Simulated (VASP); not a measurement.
Runs of VASP 6.6.1 on W. The structure is that of space group Pm-3m (No. 221), or close to it. The cells are those of the table. This isn't the form of W at room conditions, which is bcc.

```tsv
cell	k mesh	gap on the mesh (eV)	pressure (GPa)
a = 2.629 Å, 1 atom	8 × 8 × 8	none	1.3
a = 2.616 Å, 1 atom	9 × 9 × 9	none	3.8
a = 2.626 Å, 1 atom	9 × 9 × 9	none	1.2
a = 2.642 Å, 1 atom	8 × 8 × 8	none	(a)
```

Alike in all rows: task single point; level r2SCAN; potentials or basis VASP PAW PBE potentials, release 64 (W_sv); no spin polarisation; cutoff (eV) 550; smearing methfessel-paxton 0.1 eV.

Task: Estimate the missing entries.

Result: (a) -1.9.

Caveats: the PAW data sets were made with another functional, which shifts forces and pressure a little; spin-orbit coupling is left out, which moves the levels of the heavy elements; the cell stands under pressure (at least some runs).

A k mesh can miss the band edges, and the runs leave out spin-orbit coupling on W.

A gap of «none» marks levels without a gap at the run's occupations.
